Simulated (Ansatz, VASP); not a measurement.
## BAs: VASP beside Ansatz

```
B As
1.0
     0.00000    2.38386    2.38386
     2.38386    0.00000    2.38386
     2.38386    2.38386    0.00000
B As
1 1
Direct
  0.00000 0.00000 0.00000
  0.25000 0.25000 0.25000
```

Alike in both runs: functional PBEsol; k mesh 10 × 10 × 10; occupations gaussian, width 0.02 eV; no spin polarisation.

Ansatz relaxed the structure, and its values are those at the end. VASP's run is a single point on that final structure, the one shown.

|  | VASP | Ansatz |
| --- | --- | --- |
| version | VASP 6.6.1 | Ansatz 0.2.0 |
| potentials or method | VASP PAW PBE potentials, release 64 (B, As), cutoff 500 eV | scalar-relativistic, plane waves, PAW |
| valence electrons in the cell | 8 | 18 |

|  | VASP | Ansatz | Ansatz less VASP |
| --- | --- | --- | --- |
| gap on the k mesh at the Fermi level (eV) | 1.07 | 1.08 | +0.010 |
| least direct gap on the mesh (eV) | 3.25 | 3.25 | +0.003 |
| pressure (GPa) | 0.9 | 0.0 | -0.89 |

VASP's potentials were made for PBE, not for PBEsol, and Ansatz warns of the same on its side. VASP's potentials hold 8 valence electrons a cell and Ansatz's 18, so a difference there can come from the potentials and not from the codes.
